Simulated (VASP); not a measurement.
Write the native input for VASP 6.6.1 that does the following.

```
Task                   : single point
Functional             : PBE
Potentials or basis    : VASP PAW PBE potentials, release 64 (Ba_sv, S)
Cutoff                 : 520 eV
k mesh                 : 7 × 7 × 7
Occupations            : gaussian, width 0.014 eV
Spin                   : no spin polarisation
Dipole correction      : no
Further INCAR settings : ALGO = Normal; EDIFF = 1e-06; NBANDS = 15
```

The structure of BaS lies in POSCAR:

```
BaS
1.0
    0.0000000000      3.1937500000      3.1937500000
    3.1937500000      0.0000000000      3.1937500000
    3.1937500000      3.1937500000      0.0000000000
Ba S
1 1
Direct
    0.0000000000      0.0000000000      0.0000000000
    0.5000000000      0.5000000000      0.5000000000
```

These files were run (other wordings do the same):

INCAR

```
  ALGO = Normal
  EDIFF = 1E-6
  ENCUT = 520
  GGA = PE
  ISIF = 2
  ISMEAR = 0
  LASPH = T
  LCHARG = F
  LREAL = F
  LWAVE = F
  NBANDS = 15
  NELM = 100
  PREC = Accurate
  SIGMA = 0.014
```

KPOINTS

```
k-points
0
Gamma
  7 7 7
```

Potentials or basis: VASP PAW PBE potentials, release 64 (Ba_sv, S).

Command:

```console
$ cat potpaw_PBE.64/Ba_sv/POTCAR potpaw_PBE.64/S/POTCAR > POTCAR
$ mpirun -np 1 vasp_std > vasp.out
```

It gave:

| Item | Value |
| --- | --- |
| Pressure | 1.4 GPa |
| Band gap on the k mesh | 2.17 eV, indirect (least direct gap 2.31 eV) |

Caveat: spin-orbit coupling is left out, which moves the levels of the heavy elements.

Run time: 12 s on 1 thread of Intel(R) Xeon(R) 6975P-C (Granite Rapids), on a shared host, peak memory 0.2 GiB.
